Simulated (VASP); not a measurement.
# SiO2 (Ia-3) in VASP: further runs

Runs on SiO2. Level: LDA. Tasks: single point.

All numbers are computed with VASP 6.6.1; they aren't measurements. Logs are shortened: lines on timing, memory, paths and dates and some standing lists are left out, and cuts for length are marked.

## (1) The cell of the first run

The structure is cubic, space group Ia-3 (No. 206). Conventional cell: a = 8.551 Å, b = 8.551 Å, c = 8.551 Å, α = 90.00°, β = 90.00°, γ = 90.00°. Si (site symmetry 3) has 4 O at 1.59 to 1.62 Å within 2.1 Å. Within 2.2 Å of O (site symmetry 2) lie 2 Si at 1.62 Å. O (site symmetry -3) has 2 Si at 1.59 Å within 2.1 Å.

## (2) Single point, LDA (13.03 Å³/atom)

The input, INCAR:

```
SYSTEM = SiO2
PREC = Accurate
ENCUT = 520
EDIFF = 1E-6
ISMEAR = 0
SIGMA = 0.02
LREAL = Auto
LASPH = .True.
NELM = 100
ALGO = Normal
ISIF = 2
LWAVE = .False.
LCHARG = .False.
NBANDS = 82
```

The input, KPOINTS:

```
Automatic mesh
0
Gamma
  4 4 4
  0 0 0
```

The input, POSCAR:

```
SiO2
1.0
   -4.2754192974      4.2754192974      4.2754192974
    4.2754192974     -4.2754192974      4.2754192974
    4.2754192974      4.2754192974     -4.2754192974
Si O
8 16
Direct
    0.5000000000      0.0000000000      0.7855900048
    0.2855900048      0.2855900048      0.2855900048
    0.5000000000      0.0000000000      0.2144099952
    0.7144099952      0.7144099952      0.7144099952
    0.7855900048      0.5000000000      0.0000000000
    0.0000000000      0.2144099952      0.5000000000
    0.2144099952      0.5000000000      0.0000000000
    0.0000000000      0.7855900048      0.5000000000
    0.6717038924      0.9217038924      0.7500000000
    0.7500000000      0.6717038924      0.9217038924
    0.8282961076      0.5782961076      0.2500000000
    0.7500000000      0.1717038924      0.4217038924
    0.0782961076      0.2500000000      0.3282961076
    0.5000000000      0.0000000000      0.0000000000
    0.2500000000      0.8282961076      0.5782961076
    0.4217038924      0.7500000000      0.1717038924
    0.3282961076      0.0782961076      0.2500000000
    0.1717038924      0.4217038924      0.7500000000
    0.9217038924      0.7500000000      0.6717038924
    0.5000000000      0.5000000000      0.5000000000
    0.2500000000      0.3282961076      0.0782961076
    0.0000000000      0.5000000000      0.0000000000
    0.0000000000      0.0000000000      0.5000000000
    0.5782961076      0.2500000000      0.8282961076
```

Potentials or basis: VASP PAW LDA potentials, release 64 (Si, O).

On the command line:

```bash
$ cat potpaw_LDA.64/Si/POTCAR potpaw_LDA.64/O/POTCAR > POTCAR
$ mpirun -np 1 vasp_std > vasp.out
```

OUTCAR:

```text
SYSTEM = SiO2
   PREC = Accurate
   ENCUT = 520
   EDIFF = 1E-6
   ISMEAR = 0
   LREAL = Auto
   LASPH = .True.
   NELM = 100
   ISIF = 2

 ion  position               nearest neighbor table
   1  0.500  0.000  0.786-  14 1.59   9 1.62  15 1.62  24 1.62   4 3.05   5 3.05   8 3.05
   2  0.286  0.286  0.286-  20 1.59  21 1.62  13 1.62  17 1.62   6 3.05   7 3.05   3 3.05
   3  0.500  0.000  0.214-  14 1.59  12 1.62  16 1.62  17 1.62   2 3.05   6 3.05   7 3.05
   4  0.714  0.714  0.714-  20 1.59  10 1.62  19 1.62   9 1.62   5 3.05   8 3.05   1 3.05
   5  0.786  0.500  0.000-  22 1.59  11 1.62  10 1.62  24 1.62   4 3.05   8 3.05   1 3.05
   6  0.000  0.214  0.500-  23 1.59  13 1.62  18 1.62  12 1.62   2 3.05   7 3.05   3 3.05
   7  0.214  0.500  0.000-  22 1.59  18 1.62  21 1.62  16 1.62   2 3.05   3 3.05   6 3.05
   8  0.000  0.786  0.500-  23 1.59  15 1.62  19 1.62  11 1.62   4 3.05   1 3.05   5 3.05
   9  0.672  0.922  0.750-   1 1.62   4 1.62
  10  0.750  0.672  0.922-   4 1.62   5 1.62
  11  0.828  0.578  0.250-   5 1.62   8 1.62
  12  0.750  0.172  0.422-   3 1.62   6 1.62
  13  0.078  0.250  0.328-   6 1.62   2 1.62
  14  0.500  0.000  0.000-   1 1.59   3 1.59
[... 8 lines left out ...]
  23  0.000  0.000  0.500-   6 1.59   8 1.59
  24  0.578  0.250  0.828-   1 1.62   5 1.62

  LATTYP: Found a body centered cubic cell.
 ALAT       =     8.5508385948

  Lattice vectors:

 A1 = (  -4.2754192974,   4.2754192974,   4.2754192974)
 A2 = (   4.2754192974,  -4.2754192974,   4.2754192974)
 A3 = (   4.2754192974,   4.2754192974,  -4.2754192974)

Analysis of symmetry for initial positions (statically):
=====================================================================
 Subroutine PRICEL returns:
 Original cell was already a primitive cell.

 Routine SETGRP: Setting up the symmetry group for a
 body centered cubic supercell.

 Subroutine GETGRP returns: Found 24 space group operations
 (whereof  6 operations were pure point group operations)
 out of a pool of 48 trial point group operations.

The static configuration has the point symmetry S_6 .
 The point group associated with its full space group is T_h .

Analysis of symmetry for dynamics (positions and initial velocities):
=====================================================================
 Subroutine PRICEL returns:
 Original cell was already a primitive cell.

 Routine SETGRP: Setting up the symmetry group for a
 body centered cubic supercell.

 Subroutine GETGRP returns: Found 24 space group operations
 (whereof  6 operations were pure point group operations)
 out of a pool of 48 trial point group operations.

The dynamic configuration has the point symmetry S_6 .
 The point group associated with its full space group is T_h .

 Subroutine INISYM returns: Found 24 space group operations
 (whereof  6 operations are pure point group operations),
 and found     1 'primitive' translations

----------------------------------------------------------------------------------------

                                     Primitive cell

  volume of cell :     312.6052

  direct lattice vectors                    reciprocal lattice vectors
    -4.275419297  4.275419297  4.275419297     0.000000000  0.116947594  0.116947594
     4.275419297 -4.275419297  4.275419297     0.116947594  0.000000000  0.116947594
     4.275419297  4.275419297 -4.275419297     0.116947594  0.116947594  0.000000000

  length of vectors
     7.405243447  7.405243447  7.405243447     0.165388873  0.165388873  0.165388873

  position of ions in fractional coordinates (direct lattice)
     0.500000000  0.000000000  0.785590005
     0.285590005  0.285590005  0.285590005
     0.500000000  0.000000000  0.214409995
     0.714409995  0.714409995  0.714409995
     0.785590005  0.500000000  0.000000000
     0.000000000  0.214409995  0.500000000
[... 16 lines left out ...]
     0.000000000  0.000000000  0.500000000
     0.578296108  0.250000000  0.828296108

  ion indices of the primitive-cell ions
   primitive index   ion index
                 1           1
                 2           2
                 3           3
                 4           4
                 5           5
                 6           6
[... 16 lines left out ...]
                23          23
                24          24

----------------------------------------------------------------------------------------

 KPOINTS: Automatic mesh

Automatic generation of k-mesh.
 Grid dimensions read from file:
 generate k-points for:    4    4    4

 Generating k-lattice:

  Cartesian coordinates                     Fractional coordinates (reciprocal lattice)
     0.000000000  0.029236898  0.029236898     0.250000000  0.000000000  0.000000000
     0.029236898  0.000000000  0.029236898     0.000000000  0.250000000  0.000000000
     0.029236898  0.029236898  0.000000000     0.000000000  0.000000000  0.250000000

  Length of vectors
     0.041347218  0.041347218  0.041347218

  Shift w.r.t. Gamma in fractional coordinates (k-lattice)
     0.000000000  0.000000000  0.000000000

 Subroutine IBZKPT returns following result:
 ===========================================

 Found      8 irreducible k-points:

 Following reciprocal coordinates:
            Coordinates               Weight
  0.000000  0.000000  0.000000      1.000000
  0.250000  0.000000  0.000000     12.000000
  0.500000  0.000000  0.000000      6.000000
  0.250000  0.250000  0.000000     24.000000
  0.250000  0.250000  0.250000      2.000000
 -0.250000  0.250000  0.250000      6.000000
  0.500000  0.500000  0.250000     12.000000
  0.500000  0.500000  0.500000      1.000000
   k-points           NKPTS =      8   k-points in BZ     NKDIM =      8   number of bands    NBANDS=     82
   number of dos      NEDOS =    301   number of ions     NIONS =     24
   total plane-waves  NPLWV = 175616
   dimension x,y,z NGX =    56 NGY =   56 NGZ =   56
   dimension x,y,z NGXF=   112 NGYF=  112 NGZF=  112
   ions per type =               8  16
   NGX,Y,Z   is equivalent  to a cutoff of  12.57, 12.57, 12.57 a.u.
   NGXF,Y,Z  is equivalent  to a cutoff of  25.14, 25.14, 25.14 a.u.
 SYSTEM =  SiO2
   PREC   = accura    normal or accurate (medium, high low for compatibility)
   ISTART =      0    job   : 0-new  1-cont  2-samecut
   ICHARG =      2    charge: 1-file 2-atom 10-const
   ISPIN  =      1    spin polarized calculation?
   LNONCOLLINEAR =      F non collinear calculations
   LSORBIT =      F    spin-orbit coupling
   LASPH  =      T    aspherical Exc in radial PAW
   ENCUT  =  520.0 eV  38.22 Ry    6.18 a.u.  13.77 13.77 13.77*2*pi/ulx,y,z
   NELM   =    100;   NELMIN=  2; NELMDL= -5     # of ELM steps
   EDIFF  = 0.1E-05   stopping-criterion for ELM
   LREAL  =      T    real-space projection
   EDIFFG = 0.1E-04   stopping-criterion for IOM
   NSW    =      0    number of steps for IOM
[... 5 lines left out ...]
   TEBEG  =    0.0;   TEEND  =   0.0 temperature during run
   PSTRESS=    0.0 pullay stress
   NELECT =     128.0000    total number of electrons
   NUPDOWN=      -1.0000    fix difference up-down
   EMIN   =  10.00;   EMAX   =-10.00  energy-range for DOS
   EFERMI =   0.00;   METHOD = LEGACY
   ISMEAR =     0;   SIGMA  =   0.02  broadening in eV -4-tet -1-fermi 0-gaus
   EFERMI_NEDOS =   21; number of points for ismear=-14 and -15
   IALGO  =     38    algorithm
   IMIX   =      4    mixing-type and parameters
     AMIX     =   0.40;   BMIX     =  1.00
     AMIX_MAG =   1.60;   BMIX_MAG =  1.00
  volume/ion in A,a.u.               =      13.03        87.90
  Fermi-wavevector in a.u.,A,eV,Ry     =   1.215662  2.297268 20.107148  1.477834
  Thomas-Fermi vector in A             =   2.351041
   LORBIT       =      0    0 simple, 1 ext, 2 COOP (PROOUT), +10 PAW based schemes
   GGA     = CA    functional components
   LHFCALC =     F    Hartree Fock is set to
   AEXX    =    0.0000 exact exchange contribution
   IVDW    =     0    specifies the selected vdW correction
   LEPSILON=     F    determine dielectric tensor
   LRPA    =     F    only Hartree local field effects (RPA)
 non-spin polarized calculation
 Gauss-broadening in eV      SIGMA  =   0.02
  energy-cutoff  :      520.00
  volume of cell :      312.61
 maximum number of plane-waves:      8472
   NGX = 27   NGY = 27   NGZ = 27

 number of electron     128.0000048 magnetization

 Free energy of the ion-electron system (eV)
  ---------------------------------------------------
  ext. energy  EPLUGINS =         0.00000000
  ---------------------------------------------------
  free energy    TOTEN  =      -207.17465673 eV

  energy without entropy =     -207.17465673  energy(sigma->0) =     -207.17465673

 E-fermi :   0.6632     XC(G=0):  -9.6095

 val. band max:        0.5145912638   @ k =   0.5000   0.5000   0.5000
 cond. band min:       6.0362548787   @ k =   0.0000   0.0000   0.0000
 fundamental gap:      5.5216636149
 Fermi energy:         0.6631975422

 k-point     1 :       0.0000    0.0000    0.0000
  band No.  band energies     occupation
      1     -18.5571      2.00000
      2     -17.9434      2.00000
      3     -17.5858      2.00000
      4     -17.5858      2.00000
      5     -17.5858      2.00000
      6     -17.0379      2.00000
[... 68 lines left out ...]
     75      10.3832      0.00000
     76      10.4578      0.00000

 k-point     2 :       0.2500    0.0000    0.0000
  band No.  band energies     occupation
      1     -18.4656      2.00000
      2     -17.9897      2.00000
      3     -17.7669      2.00000
      4     -17.6998      2.00000
      5     -17.4837      2.00000
      6     -17.1078      2.00000
[... 68 lines left out ...]
     75      10.2590      0.00000
     76      10.4007      0.00000

 k-point     3 :       0.5000    0.0000    0.0000
  band No.  band energies     occupation
      1     -18.2209      2.00000
      2     -18.2209      2.00000
      3     -17.8319      2.00000
      4     -17.8319      2.00000
      5     -17.2832      2.00000
      6     -17.2832      2.00000
[... 384 lines left out ...]
     75      10.1032      0.00000
     76      10.2341      0.00000

 k-point     8 :       0.5000    0.5000    0.5000
  band No.  band energies     occupation
      1     -18.0757      2.00000
      2     -18.0757      2.00000
      3     -18.0757      2.00000
      4     -17.5721      2.00000
      5     -17.5721      2.00000
      6     -17.5721      2.00000
[... 68 lines left out ...]
     75      10.4245      0.00000
     76      10.4245      0.00000
 [bands above 76 left out]

------------------------ aborting loop because EDIFF is reached ----------------------------------------

  FORCE on cell =-STRESS in cart. coord.  units (eV):
  Direction    XX          YY          ZZ          XY          YZ          ZX
  --------------------------------------------------------------------------------------
  -------------------------------------------------------------------------------------
  Total       -3.8821503     -3.8821503     -3.8821503      0.0000000      0.0000000      0.0000000
  in kB      -19.8969631    -19.8969631    -19.8969631      0.0000000      0.0000000      0.0000000
  external PRESSURE =     -19.8969631 kB  Pullay stress =       0.0000000 kB

 VOLUME and BASIS-vectors are now :
 -----------------------------------------------------------------------------
  energy-cutoff  :      520.00
  volume of cell :      312.61
      direct lattice vectors                 reciprocal lattice vectors
    -4.275419297  4.275419297  4.275419297     0.000000000  0.116947594  0.116947594
     4.275419297 -4.275419297  4.275419297     0.116947594  0.000000000  0.116947594
     4.275419297  4.275419297 -4.275419297     0.116947594  0.116947594  0.000000000

 POSITION                                       TOTAL-FORCE (eV/Angst)
 -----------------------------------------------------------------------------------
      1.22102      5.49644     -1.22102        -0.019057     -0.019057      0.019057
      1.22102      1.22102      1.22102        -0.019057     -0.019057     -0.019057
     -1.22102      3.05440      1.22102         0.019057      0.019057     -0.019057
      3.05440      3.05440      3.05440         0.019057      0.019057      0.019057
     -1.22102      1.22102      5.49644         0.019057     -0.019057     -0.019057
      3.05440      1.22102     -1.22102         0.019057     -0.019057      0.019057
[... 16 lines left out ...]
      2.13771      2.13771     -2.13771        -0.000000      0.000000     -0.000000
      2.13771      4.94492      0.00000         0.000000     -0.034055     -0.000000
 -----------------------------------------------------------------------------------
    total drift:                                0.000000      0.000000      0.000000

  FREE ENERGIE OF THE ION-ELECTRON SYSTEM (eV)
  ---------------------------------------------------
  free  energy   TOTEN  =      -207.1746567321 eV

  energy  without entropy=     -207.1746567321  energy(sigma->0) =     -207.17465673
```

It took 8.7 min on 1 thread of AMD EPYC 7R13, shared host; peak memory 0.35 GiB.

What came out:

```yaml
Free_energy: -207.1747 eV
Pressure: -2.0 GPa
Largest_force: 0.034 eV/Å
Band_gap_on_the_k_mesh: 5.52 eV (least direct gap 5.60 eV)
```

Forces in eV/Å, atoms in the order of the input:
```
Si  -0.019 -0.019  0.019
Si  -0.019 -0.019 -0.019
Si   0.019  0.019 -0.019
Si   0.019  0.019  0.019
Si   0.019 -0.019 -0.019
Si   0.019 -0.019  0.019
Si  -0.019  0.019  0.019
Si  -0.019  0.019 -0.019
O    0.000  0.000  0.034
O    0.034  0.000  0.000
O    0.000  0.000 -0.034
O    0.034  0.000  0.000
O    0.000 -0.034  0.000
O    0.000  0.000  0.000
O   -0.034  0.000  0.000
O    0.000  0.034  0.000
O    0.000  0.000 -0.034
O    0.000  0.000  0.034
O    0.000  0.034  0.000
O    0.000  0.000  0.000
O   -0.034  0.000  0.000
O    0.000  0.000  0.000
O    0.000  0.000  0.000
O    0.000 -0.034  0.000
```

## (3) Single point, LDA (13.52 Å³/atom)

This run uses another cell than the first one, of 13.52 Å³/atom.

The input, INCAR:

```
SYSTEM = SiO2
PREC = Accurate ; ENCUT = 520
EDIFF = 1E-7 ; ISMEAR = 0
SIGMA = 0.02 ; LREAL = Auto
LASPH = .TRUE. ; NELM = 80
ALGO = Normal ; ISIF = 2
LWAVE = .FALSE. ; LCHARG = .FALSE.
GGA = CA ; NBANDS = 82
```

The input, KPOINTS:

```
regular mesh
0
G
  4 4 4
  0 0 0
```

The input, POSCAR:

```
SiO2
1.0
   -4.3285355273      4.3285355273      4.3285355273
    4.3285355273     -4.3285355273      4.3285355273
    4.3285355273      4.3285355273     -4.3285355273
Si O
8 16
Direct
    0.5000000000      0.0000000000      0.7882019197
    0.2882019197      0.2882019197      0.2882019197
    0.5000000000      0.0000000000      0.2117980803
    0.7117980803      0.7117980803      0.7117980803
    0.7882019197      0.5000000000      0.0000000000
    0.0000000000      0.2117980803      0.5000000000
    0.2117980803      0.5000000000      0.0000000000
    0.0000000000      0.7882019197      0.5000000000
    0.6643579924      0.9143579924      0.7500000000
    0.7500000000      0.6643579924      0.9143579924
    0.8356420076      0.5856420076      0.2500000000
    0.7500000000      0.1643579924      0.4143579924
    0.0856420076      0.2500000000      0.3356420076
    0.5000000000      0.0000000000      0.0000000000
    0.2500000000      0.8356420076      0.5856420076
    0.4143579924      0.7500000000      0.1643579924
    0.3356420076      0.0856420076      0.2500000000
    0.1643579924      0.4143579924      0.7500000000
    0.9143579924      0.7500000000      0.6643579924
    0.5000000000      0.5000000000      0.5000000000
    0.2500000000      0.3356420076      0.0856420076
    0.0000000000      0.5000000000      0.0000000000
    0.0000000000      0.0000000000      0.5000000000
    0.5856420076      0.2500000000      0.8356420076
```

Potentials or basis: VASP PAW LDA potentials, release 64 (Si, O).

On the command line:

```bash
$ cat potpaw_LDA.64/Si/POTCAR potpaw_LDA.64/O/POTCAR > POTCAR
$ mpirun -np 1 vasp_std > vasp.out
```

It took 10 min on 1 thread of AMD EPYC 7R13, shared host; peak memory 0.36 GiB.

It converged, with:

```yaml
Free_energy: -206.9490 eV
Pressure: -3.8 GPa
Largest_force: 0.030 eV/Å
Band_gap_on_the_k_mesh: 5.32 eV (least direct gap 5.40 eV)
```

Forces in eV/Å, atoms in the order of the input:
```
Si  -0.017 -0.017  0.017
Si  -0.017 -0.017 -0.017
Si   0.017  0.017 -0.017
Si   0.017  0.017  0.017
Si   0.017 -0.017 -0.017
Si   0.017 -0.017  0.017
Si  -0.017  0.017  0.017
Si  -0.017  0.017 -0.017
O    0.000  0.000  0.025
O    0.025  0.000  0.000
O    0.000  0.000 -0.025
O    0.025  0.000  0.000
O    0.000 -0.025  0.000
O    0.000  0.000  0.000
O   -0.025  0.000  0.000
O    0.000  0.025  0.000
O    0.000  0.000 -0.025
O    0.000  0.000  0.025
O    0.000  0.025  0.000
O    0.000  0.000  0.000
O   -0.025  0.000  0.000
O    0.000  0.000  0.000
O    0.000  0.000  0.000
O    0.000 -0.025  0.000
```

Levels at points of the mesh, in eV from the valence-band top:
```tsv
k point	band 62	band 63	band 64	band 65	band 66	band 67
(0.00, 0.00, 0.00)	-0.08	-0.08	-0.08	5.32	7.51	7.73
(0.50, 0.00, 0.00)	-0.27	-0.10	-0.10	6.78	6.78	8.06
(0.50, 0.50, 0.50)	0.00	0.00	0.00	7.60	7.60	7.60
```

Caveat: the cell stands under tension.
